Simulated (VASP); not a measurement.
Mg3Si2N: relaxation of cell and atoms with PBE

Crystal: Mg3Si2N.

```xyz
6
Lattice="5.0736 0.0000 0.0000 -2.5368 4.3938 0.0000 0.0000 0.0000 4.2278" Properties=species:S:1:pos:R:3 pbc="T T T"
Mg    2.5368    0.0000    2.1139
Mg   -1.2684    2.1969    2.1139
Mg    1.2684    2.1969    2.1139
Si    0.0000    2.9292    0.0000
Si    2.5368    1.4646    0.0000
N     0.0000    0.0000    0.0000
```

```yaml
Program: VASP 6.6.1
Task: relaxation of cell and atoms
Functional: PBE
Potentials_or_basis: VASP PAW PBE potentials, release 64 (Mg, Si, N)
Cutoff: 600 eV
k_mesh: 6 × 6 × 4
Occupations: gaussian, width 0.1 eV
Spin: no spin polarisation
Dipole_correction: no
Further_INCAR_settings: ALGO = Normal; EDIFF = 1e-06; IBRION = 2; EDIFFG = -0.04; NSW = 90; ISIF = 3
```

The relaxed volume is 18.96 Å³/atom, the relaxed cell is a = 5.473 Å, b = 5.473 Å, c = 4.386 Å, α = 90.00°, β = 90.00°, γ = 120.00° and the space group after relaxing (to 0.05 Å) is P6/mmm (No. 191). The energy gained by relaxing is 114.5 meV/atom. The ionic steps are 5. The pressure after relaxing is 0.0 GPa.

Stress tensor (GPa, compression positive):
```
 0.13  0.00  0.00
 0.00  0.13  0.00
 0.00  0.00 -0.17
```

The path:
| step | energy change (eV) | largest force (eV/Å) | pressure (GPa) | volume (Å³) |
| --- | --- | --- | --- | --- |
| 1 | 0.0000 | 0.0000 | 13.21 | 94.25 |
| 2 | -0.6400 | 0.0000 | -0.19 | 113.03 |
| 3 | -0.6403 | 0.0000 | 0.01 | 112.56 |
| 4 | -0.6817 | 0.0000 | 0.00 | 113.42 |
| 5 | -0.6870 | 0.0000 | 0.03 | 113.79 |

Final structure:
```
CELL_PARAMETERS angstrom
5.47316 0.00000 0.00000
-2.73658 4.73989 0.00000
0.00000 0.00000 4.38613
ATOMIC_POSITIONS crystal
Mg 0.50000 0.00000 0.50000
Mg 0.00000 0.50000 0.50000
Mg 0.50000 0.50000 0.50000
Si 0.33333 0.66667 0.00000
Si 0.66667 0.33333 0.00000
N 0.00000 0.00000 0.00000
```

Levels at points of the mesh, in eV from the Fermi level:
```
           k point  band 6  band 7  band 8  band 9  band 10  band 11  band 12  band 13
(0.00, 0.00, 0.00)   -2.81   -2.18   -2.18   -1.15    -0.08     0.08     2.13     2.13
(0.50, 0.00, 0.00)   -1.82   -1.39   -0.75   -0.23     0.12     0.21     0.63     1.63
(0.00, 0.00, 0.50)   -2.16   -2.16   -1.68   -1.68    -0.72     1.19     1.19     1.67
(0.50, 0.00, 0.50)   -3.24   -1.79   -0.60   -0.33    -0.11     0.41     1.90     2.25
```

Run time: 2.1 min on 1 thread of Intel(R) Xeon(R) Platinum 8259CL CPU @ 2.50GHz (Skylake/Cascade Lake), with other jobs on the host, peak memory 0.27 GiB.

Caveat: the k points lie up to 0.36 Å⁻¹ apart in the final cell; the volume moved by over 15 % at a fixed basis, so the end points are rough.
